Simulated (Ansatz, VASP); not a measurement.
**Two plane-wave programs on Al2Pt**

```
CELL_PARAMETERS angstrom
4.13889 0.00000 0.00000
0.00000 4.06493 2.87856
0.00000 -4.06493 2.87856
ATOMIC_POSITIONS crystal
Al 0.00000 0.59961 0.59961
Al 0.00000 0.36317 0.03442
Al 0.00000 0.03442 0.36317
Al 0.50000 0.92427 0.92427
Pt 0.50000 0.34877 0.73012
Pt 0.50000 0.73012 0.34877
```

Change from the starting cell: the structure that the rattled cell fell into.

Alike in both runs: task single point; functional PBE; k mesh 4 × 4 × 4; occupations gaussian, width 0.1 eV; no spin polarisation.

|  | VASP | Ansatz |
| --- | --- | --- |
| version | VASP 6.6.1 | Ansatz 0.2.0 |
| potentials or method | VASP PAW PBE potentials, release 64 (Al, Pt), cutoff 520 eV | scalar-relativistic, plane waves, PAW |
| valence electrons in the cell | 32 | 48 |

VASP gave:

| Property | Result |
| --- | --- |
| gap on the k mesh at the Fermi level (eV) | none |
| pressure (GPa) | 0.0 |
| traceless stress, the component that is largest in VASP (GPa) | 1.06 |
| rms of the force components (eV/Å) | 0.074 |

Question: What did Ansatz give for the same quantities?

Answer: gap on the k mesh at the Fermi level (eV): none; pressure (GPa): 0.1; traceless stress, the component that is largest in VASP (GPa): 1.08; rms of the force components (eV/Å): 0.074.

Atom by atom the forces differ by 0.002 eV/Å (rms over components). A gap of «none» marks a metal or a gap that the smearing closes. VASP's potentials hold 32 valence electrons a cell and Ansatz's 48, so a difference there can come from the potentials and not from the codes.

The k mesh is coarse, so the values compare programs but aren't converged. Spin-orbit coupling is off throughout.
